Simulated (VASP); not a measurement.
Crystal: Nb.

```
Nb
1.0
    -1.66395    1.66395    1.66395
     1.66395   -1.66395    1.66395
     1.66395    1.66395   -1.66395
Nb
1
Direct
  0.00000 0.00000 0.00000
```

* Program: VASP 6.6.1
* Task: relaxation of cell and atoms
* Functional: PBEsol
* Potentials or basis: VASP PAW PBE potentials, release 64 (Nb_sv)
* Cutoff: 600 eV
* k mesh: 24 × 24 × 24
* Occupations: fermi-dirac, width 0.1 eV
* Spin: no spin polarisation

At the start: pressure -8.5 GPa; volume 18.43 Å³/atom.

**Question.** Where does the relaxation end?

**Answer.** Over 7 steps the energy falls by 25.5 meV/atom and the volume is 17.50 Å³/atom (-5.0 %); space group Im-3m (No. 229, to 0.05 Å).

The path:
```csv
step,energy change (eV),largest force (eV/Å),pressure (GPa),volume (Å³)
1,0.0000,0.0000,-8.49,18.43
2,0.0654,0.0000,20.11,15.95
3,-0.0255,0.0000,-0.27,17.53
4,-0.0255,0.0000,-0.03,17.51
5,-0.0255,0.0000,0.16,17.49
6,-0.0255,0.0000,-0.25,17.53
7,-0.0255,0.0000,0.00,17.50
```

Final structure:
```yaml
crystal:
  lattice:
    - [-1.63565, 1.63565, 1.63565]
    - [1.63565, -1.63565, 1.63565]
    - [1.63565, 1.63565, -1.63565]
  atoms:
    - { symbol: Nb, position: [0.00000, 0.00000, 0.00000] }
```

Caveat: the PAW data sets were made with another functional, which shifts forces and pressure a little.
